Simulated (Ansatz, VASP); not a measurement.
# Sn2F in VASP and in Ansatz

Contents of INCAR:

```
PREC = Accurate
ENCUT = 600
EDIFF = 1E-6
ISMEAR = 0
SIGMA = 0.1
LREAL = F
LASPH = T
NELM = 60
ALGO = Fast
ISIF = 3
LWAVE = F
LCHARG = F
GGA = PE
IBRION = 2
NSW = 90
EDIFFG = -0.04
```

The input KPOINTS:

```
regular mesh
0
Gamma
  4 4 4
```

POSCAR

```
Sn2F
1.0
    5.1948087023      0.0000000000      0.0000000000
    0.0000000000      5.1948087023      0.0000000000
    0.0000000000      0.0000000000      5.1948087023
Sn F
4 2
Direct
    0.2500000000      0.2500000000      0.2500000000
    0.2500000000      0.7500000000      0.7500000000
    0.7500000000      0.7500000000      0.2500000000
    0.7500000000      0.2500000000      0.7500000000
    0.0000000000      0.0000000000      0.0000000000
    0.5000000000      0.5000000000      0.5000000000
```

Input for Ansatz:

```yaml
crystal:
  lattice:
    - [5.1948087023, 0.0, 0.0]
    - [0.0, 5.1948087023, 0.0]
    - [0.0, 0.0, 5.1948087023]
  atoms:
    - { symbol: Sn, position: [0.25, 0.25, 0.25] }
    - { symbol: Sn, position: [0.25, 0.75, 0.75] }
    - { symbol: Sn, position: [0.75, 0.75, 0.25] }
    - { symbol: Sn, position: [0.75, 0.25, 0.75] }
    - { symbol: F, position: [0.0, 0.0, 0.0] }
    - { symbol: F, position: [0.5, 0.5, 0.5] }
basis:
  ecutwfc: 420
kpoints:
  mp_grid: { grid: [4, 4, 4] }
hamiltonian:
  xc: pbe
scf:
  occupations: { method: gaussian, width: 0.1 }
  lower_state_search: "off"
output:
  forces: true
  stress: true
  eigenvalues: true
relax:
  adjacent_minimum: "off"
  f_tol: 0.04
  max_steps: 70
  cell: { stress_tol: 0.4 }
```

Alike in both runs: task relaxation of cell and atoms; functional PBE; k mesh 4 × 4 × 4; occupations gaussian, width 0.1 eV; no spin polarisation.

|  | VASP | Ansatz |
| --- | --- | --- |
| version | VASP 6.6.1 | Ansatz 0.2.0 |
| potentials or method | VASP PAW PBE potentials, release 64 (Sn_d, F), cutoff 600 eV | scalar-relativistic, plane waves, PAW |
| valence electrons in the cell | 70 | 70 |

```csv
,VASP,Ansatz,Ansatz less VASP
"gap on the k mesh at the Fermi level, each at its own relaxed structure (eV)",none,none,-
relaxed volume (Å³/atom),26.74,26.56,-0.187
relaxed length of the cell vector where the two differ most in proportion (Å),5.434,5.421,-0.0127
```

A gap of «none» marks a metal or a gap that the smearing closes.
